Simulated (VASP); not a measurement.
# Sn (Immm) in VASP: notebook, part 2 of 2

VASP 6.6.1.

### Step 3. Single point, PBEsol

INCAR

```
ALGO = Normal ; EDIFF = 1E-6
ENCUT = 500 ; GGA = PS
GGA_COMPAT = F ; ISIF = 2
ISMEAR = -1 ; LASPH = T
LCHARG = F ; LREAL = F
LWAVE = F ; NBANDS = 13
NELM = 120 ; PREC = Accurate
SIGMA = 0.1
```

KPOINTS

```
k-points
0
Gamma
  4 4 4
```

POSCAR

```
Sn
1.0
   -1.7265390000      1.7755470000      2.3383420000
    1.7265390000     -1.7755470000      2.3383420000
    1.7265390000      1.7755470000     -2.3383420000
Sn
1
Direct
    0.0000000000      0.0000000000      0.0000000000
```

Potentials or basis: VASP PAW PBE potentials, release 64 (Sn_d).

Command:

```console
cat potpaw_PBE.64/Sn_d/POTCAR > POTCAR
mpirun -np 1 vasp_std > vasp.out
```

OUTCAR:

```text
EDIFF = 1E-6
   ENCUT = 500
   GGA = PS
   ISIF = 2
   ISMEAR = -1
   LASPH = T
   LREAL = F
   NELM = 120
   PREC = Accurate

 ion  position               nearest neighbor table
   1  0.000  0.000  0.000-

  LATTYP: Found a body centered orthorhombic cell.
 ALAT       =     3.4530780000
 B/A-ratio  =     1.0283851103
 C/A-ratio  =     1.3543522620

  Lattice vectors:

 A1 = (  -1.7265390000,   1.7755470000,   2.3383420000)
 A2 = (   1.7265390000,  -1.7755470000,   2.3383420000)
 A3 = (   1.7265390000,   1.7755470000,  -2.3383420000)

Analysis of symmetry for initial positions (statically):
=====================================================================
 Subroutine PRICEL returns:
 Original cell was already a primitive cell.

 Routine SETGRP: Setting up the symmetry group for a
 body centered orthorhombic supercell.

 Subroutine GETGRP returns: Found  8 space group operations
 (whereof  8 operations were pure point group operations)
 out of a pool of  8 trial point group operations.

The static configuration has the point symmetry D_2h.

Analysis of symmetry for dynamics (positions and initial velocities):
=====================================================================
 Subroutine PRICEL returns:
 Original cell was already a primitive cell.

 Routine SETGRP: Setting up the symmetry group for a
 body centered orthorhombic supercell.

 Subroutine GETGRP returns: Found  8 space group operations
 (whereof  8 operations were pure point group operations)
 out of a pool of  8 trial point group operations.

The dynamic configuration has the point symmetry D_2h.

 Subroutine INISYM returns: Found  8 space group operations
 (whereof  8 operations are pure point group operations),
 and found     1 'primitive' translations

----------------------------------------------------------------------------------------

                                     Primitive cell

  volume of cell :      28.6732

  direct lattice vectors                    reciprocal lattice vectors
    -1.726539000  1.775547000  2.338342000     0.000000000  0.281603359  0.213826720
     1.726539000 -1.775547000  2.338342000     0.289596702  0.000000000  0.213826720
     1.726539000  1.775547000 -2.338342000     0.289596702  0.281603359  0.000000000

  length of vectors
     3.406075069  3.406075069  3.406075069     0.353584952  0.359983494  0.403938983

  position of ions in fractional coordinates (direct lattice)
     0.000000000  0.000000000  0.000000000

  ion indices of the primitive-cell ions
   primitive index   ion index
                 1           1

----------------------------------------------------------------------------------------

 KPOINTS: k-points

Automatic generation of k-mesh.
 Grid dimensions read from file:
 generate k-points for:    4    4    4

 Generating k-lattice:

  Cartesian coordinates                     Fractional coordinates (reciprocal lattice)
     0.000000000  0.070400840  0.053456680     0.250000000  0.000000000 -0.000000000
     0.072399175  0.000000000  0.053456680     0.000000000  0.250000000  0.000000000
     0.072399175  0.070400840  0.000000000    -0.000000000  0.000000000  0.250000000

  Length of vectors
     0.088396238  0.089995873  0.100984746

  Shift w.r.t. Gamma in fractional coordinates (k-lattice)
     0.000000000  0.000000000  0.000000000

 Subroutine IBZKPT returns following result:
 ===========================================

 Found     18 irreducible k-points:

 Following reciprocal coordinates:
            Coordinates               Weight
  0.000000  0.000000  0.000000      1.000000
  0.250000  0.000000  0.000000      4.000000
  0.500000  0.000000  0.000000      2.000000
 -0.000000  0.250000  0.000000      4.000000
  0.250000  0.250000  0.000000      8.000000
  0.500000  0.250000  0.000000      8.000000
[... 10 lines left out ...]
 -0.250000 -0.250000  0.250000      2.000000
  0.500000  0.500000  0.500000      1.000000
   k-points           NKPTS =     18   k-points in BZ     NKDIM =     18   number of bands    NBANDS=     13
   number of dos      NEDOS =    301   number of ions     NIONS =      1
   total plane-waves  NPLWV =  21952
   dimension x,y,z NGX =    28 NGY =   28 NGZ =   28
   dimension x,y,z NGXF=    56 NGYF=   56 NGZF=   56
   ions per type =               1
   NGX,Y,Z   is equivalent  to a cutoff of  13.67, 13.67, 13.67 a.u.
   NGXF,Y,Z  is equivalent  to a cutoff of  27.33, 27.33, 27.33 a.u.
 SYSTEM =  unknown system
   PREC   = accura    normal or accurate (medium, high low for compatibility)
   ISTART =      0    job   : 0-new  1-cont  2-samecut
   ICHARG =      2    charge: 1-file 2-atom 10-const
   ISPIN  =      1    spin polarized calculation?
   LNONCOLLINEAR =      F non collinear calculations
   LSORBIT =      F    spin-orbit coupling
   LASPH  =      T    aspherical Exc in radial PAW
   ENCUT  =  500.0 eV  36.75 Ry    6.06 a.u.   6.21  6.21  6.21*2*pi/ulx,y,z
   NELM   =    120;   NELMIN=  2; NELMDL= -5     # of ELM steps
   EDIFF  = 0.1E-05   stopping-criterion for ELM
   LREAL  =      F    real-space projection
   EDIFFG = 0.1E-04   stopping-criterion for IOM
   NSW    =      0    number of steps for IOM
   IBRION =     -1    ionic relax: 0-MD 1-quasi-New 2-CG
   NFREE  =      0    steps in history (QN), initial steepest desc. (CG)
   ISIF   =      2    stress and relaxation
   ISYM   =      2    0-nonsym 1-usesym 2-fastsym
   POTIM  = 0.5000    time-step for ionic-motion
   TEBEG  =    0.0;   TEEND  =   0.0 temperature during run
   PSTRESS=    0.0 pullay stress
   NELECT =      14.0000    total number of electrons
   NUPDOWN=      -1.0000    fix difference up-down
   EMIN   =  10.00;   EMAX   =-10.00  energy-range for DOS
   EFERMI =   0.00;   METHOD = LEGACY
   ISMEAR =    -1;   SIGMA  =   0.10  broadening in eV -4-tet -1-fermi 0-gaus
   EFERMI_NEDOS =   21; number of points for ismear=-14 and -15
   IALGO  =     38    algorithm
   IMIX   =      4    mixing-type and parameters
     AMIX     =   0.40;   BMIX     =  1.00
     AMIX_MAG =   1.60;   BMIX_MAG =  1.00
  volume/ion in A,a.u.               =      28.67       193.50
  Fermi-wavevector in a.u.,A,eV,Ry     =   1.289116  2.436076 22.610433  1.661820
  Thomas-Fermi vector in A             =   2.421028
   LORBIT       =      0    0 simple, 1 ext, 2 COOP (PROOUT), +10 PAW based schemes
   GGA     = PS    functional components
   LHFCALC =     F    Hartree Fock is set to
   AEXX    =    0.0000 exact exchange contribution
   IVDW    =     0    specifies the selected vdW correction
   LEPSILON=     F    determine dielectric tensor
   LRPA    =     F    only Hartree local field effects (RPA)
 non-spin polarized calculation
  energy-cutoff  :      500.00
  volume of cell :       28.67
 maximum number of plane-waves:       736
 NGX is ok and might be reduce to    28
   NGX = 13   NGY = 13   NGZ = 13

 number of electron      13.9999998 magnetization

 Free energy of the ion-electron system (eV)
  ---------------------------------------------------
  ext. energy  EPLUGINS =         0.00000000
  ---------------------------------------------------
  free energy    TOTEN  =        -4.08972581 eV

  energy without entropy =       -4.05669745  energy(sigma->0) =       -4.07321163

 E-fermi :   7.4139     XC(G=0): -10.2591

 val. band max:        7.4033852454   @ k =   0.5000   0.5000   0.2500
 cond. band min:       7.5781983962   @ k =   0.2500  -0.2500   0.2500
 fundamental gap:      0.1748131508
 Fermi energy:         7.4139008282

 k-point     1 :       0.0000    0.0000    0.0000
  band No.  band energies     occupation
      1     -14.1243      2.00000
      2     -14.1106      2.00000
      3     -14.0776      2.00000
      4     -14.0459      2.00000
      5     -14.0250      2.00000
      6      -3.4315      2.00000
      7      14.3627      0.00000
      8      14.4911      0.00000
      9      14.9072      0.00000
     10      17.9669      0.00000
     11      18.4793      0.00000
     12      18.9889      0.00000
     13      19.1460      0.00000
[... 257 lines left out ...]
 k-point    18 :       0.5000    0.5000    0.5000
  band No.  band energies     occupation
      1     -14.1620      2.00000
      2     -14.1303      2.00000
      3     -13.9696      2.00000
      4     -13.9551      2.00000
      5     -13.9547      2.00000
      6       2.8749      2.00000
      7       4.2659      2.00000
      8       8.5568      0.00002
      9       9.1897      0.00000
     10      11.9605      0.00000
     11      12.8078      0.00000
     12      26.5301      0.00000
     13      28.1313      0.00000

------------------------ aborting loop because EDIFF is reached ----------------------------------------

  FORCE on cell =-STRESS in cart. coord.  units (eV):
  Direction    XX          YY          ZZ          XY          YZ          ZX
  --------------------------------------------------------------------------------------
  -------------------------------------------------------------------------------------
  Total       -0.6823303     -0.9332877     -0.2771466      0.0000000      0.0000000      0.0000000
  in kB      -38.1266482    -52.1494279    -15.4861521      0.0000000      0.0000000      0.0000000
  external PRESSURE =     -35.2540760 kB  Pullay stress =       0.0000000 kB

 VOLUME and BASIS-vectors are now :
 -----------------------------------------------------------------------------
  energy-cutoff  :      500.00
  volume of cell :       28.67
      direct lattice vectors                 reciprocal lattice vectors
    -1.726539000  1.775547000  2.338342000     0.000000000  0.281603359  0.213826720
     1.726539000 -1.775547000  2.338342000     0.289596702  0.000000000  0.213826720
     1.726539000  1.775547000 -2.338342000     0.289596702  0.281603359  0.000000000

 POSITION                                       TOTAL-FORCE (eV/Angst)
 -----------------------------------------------------------------------------------
      0.00000      0.00000      0.00000         0.000000      0.000000     -0.000000
 -----------------------------------------------------------------------------------
    total drift:                                0.000000     -0.000000     -0.000000

  FREE ENERGIE OF THE ION-ELECTRON SYSTEM (eV)
  ---------------------------------------------------
  free  energy   TOTEN  =        -4.0897258116 eV

  energy  without entropy=       -4.0566974469  energy(sigma->0) =       -4.07321163
```

stdout:

```text
POSCAR found type information on POSCAR Sn
 POSCAR found :  1 types and       1 ions
 scaLAPACK will be used
 -----------------------------------------------------------------------------
|                                                                             |
|                                                                             |
|     You enforced a specific xc type in the INCAR file but a different       |
|     I HOPE YOU KNOW WHAT YOU ARE DOING!                                     |
|                                                                             |
 -----------------------------------------------------------------------------

 LDA part: xc-table for (Slater+PW92), standard interpolation
 POSCAR, INCAR and KPOINTS ok, starting setup
 FFT: planning ... GRIDC
 FFT: planning ... GRID_SOFT
 FFT: planning ... GRID
 WAVECAR not read
 entering main loop
```

Wall time 5.2 s (1 thread of Intel Xeon 6975P-C (Granite Rapids), shared host); peak memory 0.15 GiB.

What came out:

| Property | Result |
| --- | --- |
| Free energy | -4.0897 eV |
| Pressure | -3.5 GPa |
| Band gap on the k mesh | zero (bands 7 and 8 overlap by 8.54 eV) |

Caveat: the k points lie up to 0.57 Å⁻¹ apart, too coarse for converged energies and pressures of a metal; the PAW data sets were made with another functional, which shifts forces and pressure a little; spin-orbit coupling is left out, which moves the levels of the heavy elements.

### Step 4. Single point, PBEsol

INCAR

```
PREC = Accurate ; ENCUT = 500
EDIFF = 1E-6 ; ISMEAR = -1
SIGMA = 0.1 ; LREAL = False
LASPH = True ; NELM = 120
ALGO = Normal ; ISIF = 2
LWAVE = False ; LCHARG = False
GGA = PS ; NBANDS = 13
GGA_COMPAT = False
```

KPOINTS

```
regular mesh
0
Gamma
  6 6 6
```

POSCAR is that of step 3.

Command:

```console
cat potpaw_PBE.64/Sn_d/POTCAR > POTCAR
mpirun -np 1 vasp_std > vasp.out
```

Wall time 7.7 s (1 thread of Intel Xeon 6975P-C (Granite Rapids), shared host); peak memory 0.16 GiB.

The run converged. Its results:

```yaml
Free_energy: -4.1208 eV
Pressure: -2.8 GPa
Band_gap_on_the_k_mesh: zero (bands 7 and 8 overlap by 8.94 eV)
```

Stress tensor (GPa, compression positive):
```
-3.66  0.00  0.00
 0.00 -0.86  0.00
 0.00  0.00 -3.86
```

Levels at points of the mesh, in eV from the Fermi level:
| k point | band 3 | band 4 | band 5 | band 6 | band 7 | band 8 | band 9 | band 10 | band 11 | band 12 |
| --- | --- | --- | --- | --- | --- | --- | --- | --- | --- | --- |
| (0.00, 0.00, 0.00) | -21.49 | -21.46 | -21.42 | -10.86 | 6.93 | 7.07 | 7.47 | 10.54 | 11.05 | 11.55 |
| (0.50, 0.00, 0.00) | -21.49 | -21.39 | -21.37 | -6.94 | -4.49 | 5.15 | 5.90 | 9.60 | 9.99 | 10.12 |
| (0.00, 0.50, 0.00) | -21.48 | -21.38 | -21.37 | -6.69 | -4.42 | 4.73 | 5.59 | 9.11 | 9.57 | 9.95 |
| (0.50, 0.50, 0.00) | -21.38 | -21.37 | -21.35 | -5.31 | -3.66 | 1.97 | 2.35 | 5.42 | 5.83 | 19.03 |
| (0.50, 0.50, 0.50) | -21.38 | -21.35 | -21.35 | -4.55 | -3.16 | 1.12 | 1.76 | 4.52 | 5.37 | 19.10 |

Caveat: the k points lie up to 0.38 Å⁻¹ apart, too coarse for converged energies and pressures of a metal; the PAW data sets were made with another functional, which shifts forces and pressure a little; spin-orbit coupling is left out, which moves the levels of the heavy elements.

### Step 5. Single point, PBEsol

INCAR

```
SYSTEM = Sn
  PREC = Accurate
  ENCUT = 500
  EDIFF = 1E-6
  ISMEAR = -1
  SIGMA = 0.1
  LREAL = .FALSE.
  LASPH = .TRUE.
  NELM = 120
  ALGO = Normal
  ISIF = 2
  LWAVE = .FALSE.
  LCHARG = .FALSE.
  GGA = PS
  NBANDS = 13
  GGA_COMPAT = .FALSE.
```

KPOINTS

```
Automatic mesh
0
G
  7 7 7
  0 0 0
```

POSCAR is that of step 4.

Command:

```console
cat potpaw_PBE.64/Sn_d/POTCAR > POTCAR
mpirun -np 1 vasp_std > vasp.out
```

Run time: 13 s. Hardware: 1 thread of Intel Xeon 6975P-C (Granite Rapids), shared host; peak memory 0.16 GiB.

Results (log left out):

```
Free energy            : -4.2093 eV
Pressure               : -3.3 GPa
Band gap on the k mesh : zero (bands 7 and 8 overlap by 8.76 eV)
```

Stress tensor (GPa, compression positive):
```
-2.45  0.00  0.00
 0.00 -3.11  0.00
 0.00  0.00 -4.47
```

Levels at points of the mesh, in eV from the Fermi level:
| k point | band 4 | band 5 | band 6 | band 7 | band 8 | band 9 | band 10 | band 11 |
| --- | --- | --- | --- | --- | --- | --- | --- | --- |
| (0.00, 0.00, 0.00) | -21.51 | -21.47 | -10.91 | 6.88 | 7.03 | 7.43 | 10.49 | 11.01 |

Caveat: the cell stands under tension; the PAW data sets were made with another functional, which shifts forces and pressure a little; spin-orbit coupling is left out, which moves the levels of the heavy elements.

### Step 6. Single point, PBEsol

INCAR

```
ALGO     = Normal         # electronic algorithm
EDIFF    = 1E-6           # SCF threshold, eV
ENCUT    = 500            # plane-wave cutoff, eV
GGA      = PS             # functional
GGA_COMPAT= False        
ISIF     = 2              # what is computed and relaxed
ISMEAR   = -1             # smearing method
LASPH    = True           # aspherical terms in the spheres
LCHARG   = False          # write CHGCAR
LREAL    = False          # projectors in reciprocal space
LWAVE    = False          # write WAVECAR
NBANDS   = 13             # bands
NELM     = 120            # most SCF steps
PREC     = Accurate       # precision mode
SIGMA    = 0.1            # smearing width, eV
```

KPOINTS

```
k-points
0
Gamma
  9 9 9
```

POSCAR is that of step 5.

Potentials or basis: VASP PAW PBE potentials, release 64 (Sn_d).

Command:

```console
cat potpaw_PBE.64/Sn_d/POTCAR > POTCAR
mpirun -np 1 vasp_std > vasp.out
```

Run time: 19 s. Hardware: 1 thread of Intel Xeon 6975P-C (Granite Rapids), shared host; peak memory 0.18 GiB.

Results (log left out):

```yaml
Free_energy: -4.2226 eV
Pressure: -3.5 GPa
Band_gap_on_the_k_mesh: zero (bands 7 and 8 overlap by 8.93 eV)
```

Stress tensor (GPa, compression positive):
```
-3.58  0.00  0.00
 0.00 -4.27  0.00
 0.00  0.00 -2.60
```

Levels at points of the mesh, in eV from the Fermi level:
```
           k point  band 5  band 6  band 7  band 8  band 9  band 10
(0.00, 0.00, 0.00)  -21.34  -10.78    7.01    7.16    7.56    10.62
```

Caveat: the cell stands under tension; the PAW data sets were made with another functional, which shifts forces and pressure a little; spin-orbit coupling is left out, which moves the levels of the heavy elements.

### Step 7. Summary

```tsv
k mesh	gap on the mesh (eV)	pressure (GPa)
3 × 3 × 3	none	-6.9
4 × 4 × 4	none	-3.5
6 × 6 × 6	none	-2.8
7 × 7 × 7	none	-3.3
9 × 9 × 9	none	-3.5
```

Alike in all rows: task single point; level PBEsol; potentials or basis VASP PAW PBE potentials, release 64 (Sn_d); no spin polarisation; cell as given; cutoff (eV) 500; smearing fermi-dirac 0.1 eV.

Caveats: some runs use coarse meshes; the PAW data sets were made with another functional, which shifts forces and pressure a little; spin-orbit coupling is left out, which moves the levels of the heavy elements; the cell stands under tension (at least some runs).

Total energies depend on the potentials used, so only differences within one code and one set of settings carry meaning.
